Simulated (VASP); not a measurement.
YbSi2, 3 atoms in the cell. Symmetry: P6/mmm, No. 191, hexagonal system. Conventional cell: a = 4.003 Å, b = 4.003 Å, c = 3.813 Å, α = 90.00°, β = 90.00°, γ = 120.00°. Yb (site symmetry 6/mmm) has 12 Si at 3.00 Å and 8 Yb at 3.81 to 4.00 Å within 4.1 Å. Si (site symmetry -6m2) has 3 Si at 2.31 Å and 6 Yb at 3.00 Å within 3.1 Å. 

- Program: VASP 6.6.1
- Task: single point
- Functional: PBEsol
- Potentials or basis: VASP PAW PBE potentials, release 64 (Yb, Si)
- Cutoff: 520 eV
- k mesh: 12 × 12 × 12
- Occupations: gaussian, width 0.1 eV
- Spin: no spin polarisation
- Dipole correction: no
- Further INCAR settings: ALGO = Normal; EDIFF = 1e-07; NBANDS = 23

Potentials or basis: VASP PAW PBE potentials, release 64 (Yb, Si).

Launch:

```console
$ cat potpaw_PBE.64/Yb/POTCAR potpaw_PBE.64/Si/POTCAR > POTCAR
$ mpirun -np 1 vasp_std > vasp.out
```

Hardware: 1 thread of Intel(R) Xeon(R) Platinum 8375C CPU @ 2.90GHz (Ice Lake), on a shared host.

Question: How long does it take, and how much memory?

Answer: Run time: 8 min on 1 thread of Intel(R) Xeon(R) Platinum 8375C CPU @ 2.90GHz (Ice Lake), on a shared host, peak memory 0.31 GiB. Counts: scf iterations 40, k points 133.
